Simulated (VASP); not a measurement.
The system is Bi4C.

```xyz
5
Lattice="4.5974 0.0000 0.0000 0.0000 4.5974 0.0000 0.0000 0.0000 7.6249" Properties=species:S:1:pos:R:3 pbc="T T T"
Bi    2.2987    2.2987    0.0000
Bi    0.0000    0.0000    6.3118
Bi    0.0000    0.0000    1.3130
Bi    0.0000    0.0000    3.8124
C     2.2987    2.2987    3.8124
```

The cell was generated, and may not be a known phase.

* Program: VASP 6.6.1
* Task: relaxation of cell and atoms
* Functional: PBE
* Potentials or basis: VASP PAW PBE potentials, release 64 (Bi_d, C)
* Cutoff: 600 eV
* k mesh: 4 × 4 × 2
* Occupations: gaussian, width 0.1 eV
* Spin: no spin polarisation

At the start: pressure 10.9 GPa; volume 32.23 Å³/atom.

**Question.** Where does the relaxation end?

**Answer.** Over 12 steps the energy falls by 1302.0 meV/atom and the volume is 28.88 Å³/atom (-10.4 %); space group P4/mmm (No. 123, to 0.1 Å) before and after.

The path:
```
step  energy change (eV)  largest force (eV/Å)  pressure (GPa)  volume (Å³)
   1              0.0000                0.8558           10.93       161.16
   2             -4.7454                0.6755           -7.53       203.04
   3             -5.0339                0.1939           -6.10       188.00
   4             -6.2612                0.5573           -1.95       157.46
   5             -6.3396                0.8079            0.00       150.83
   6             -6.3424                0.8774            0.48       149.39
   7             -6.4163                0.6268           -0.09       149.14
   8             -6.4848                0.2033           -0.87       148.47
   9             -6.4857                0.1500           -0.93       148.38
  10             -6.5004                0.0931            0.63       143.08
  11             -6.5020                0.1135            0.25       144.30
  12             -6.5098                0.0093            0.05       144.41
```

Final structure:
```
CELL_PARAMETERS angstrom
3.79259 0.00000 0.00000
0.00000 3.79259 0.00000
0.00000 0.00000 10.03957
ATOMIC_POSITIONS crystal
Bi 0.50000 0.50000 0.00000
Bi 0.00000 0.00000 0.81572
Bi 0.00000 0.00000 0.18428
Bi 0.00000 0.00000 0.50000
C 0.50000 0.50000 0.50000
```

Caveat: the k points lie up to 0.41 Å⁻¹ apart in the final cell, too coarse for converged energies and pressures of a metal; a cell axis changed by over 15 % at a fixed basis, so the end point is rough.
